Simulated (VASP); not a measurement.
Set up this calculation in VASP 6.6.1, as the native input.

```yaml
Task: relaxation of cell and atoms
Functional: PBEsol
Dispersion: D3(BJ)
Potentials_or_basis: VASP PAW PBE potentials, release 64 (Al)
Cutoff: 600 eV
k_mesh: 11 × 11 × 6
Occupations: fermi-dirac, width 0.05 eV
Spin: no spin polarisation
Dipole_correction: no
Further_INCAR_settings: ALGO = Fast; EDIFF = 1e-06; IBRION = 2; EDIFFG = -0.01; NSW = 60; ISIF = 3
```

The structure of Al lies in POSCAR:

```
Al
1.0
    2.8124553515      0.0000000000      0.0000000000
   -1.4062276757      2.4356577814      0.0000000000
    0.0000000000      0.0000000000      4.8668500000
Al
2
Direct
    0.3333333333      0.6666666667      0.2500000000
    0.6666666667      0.3333333333      0.7500000000
```

One way to write it, as run:

INCAR

```
PREC     = Accurate       # precision mode
ENCUT    = 600            # plane-wave cutoff, eV
EDIFF    = 1E-6           # SCF threshold, eV
ISMEAR   = -1             # smearing method
SIGMA    = 0.05           # smearing width, eV
LREAL    = F              # projectors in reciprocal space
LASPH    = T              # aspherical terms in the spheres
NELM     = 60             # most SCF steps
ALGO     = Fast           # electronic algorithm
ISIF     = 3              # what is computed and relaxed
LWAVE    = F              # write WAVECAR
LCHARG   = F              # write CHGCAR
GGA      = PS             # functional
IVDW     = 12             # dispersion correction
IBRION   = 2              # ionic algorithm
NSW      = 60             # ionic steps
EDIFFG   = -0.01          # ionic threshold
```

KPOINTS

```
Automatic mesh
0
Gamma
  11 11 6
```

Potentials or basis: VASP PAW PBE potentials, release 64 (Al).

Command:

```console
$ cat potpaw_PBE.64/Al/POTCAR > POTCAR
$ mpirun -np 1 vasp_std > vasp.out
```

It gave:

```json
{
 "Relaxed volume": "15.69 Å³/atom",
 "Relaxed cell": "a = 2.799 Å, b = 2.799 Å, c = 4.626 Å, α = 90.00°, β = 90.00°, γ = 120.00°",
 "Space group after relaxing (to 0.05 Å)": "P6_3/mmc (No. 194)",
 "Energy gained by relaxing": "24.6 meV/atom",
 "Ionic steps": "7",
 "Pressure after relaxing": "0.0 GPa",
 "Band gap on the k mesh": "zero (band 3 reaches 12.51 eV, above the bottom of band 4 at 5.38 eV)",
 "Dispersion energy per atom": "-0.334 eV"
}
```

Caveat: the PAW data sets were made with another functional, which shifts forces and pressure a little; pairwise dispersion overbinds metals, which lowers pressure and volume.

It took 51 s on 1 thread of Intel(R) Xeon(R) Platinum 8488C (Sapphire Rapids), with other jobs on the host, peak memory 0.17 GiB.
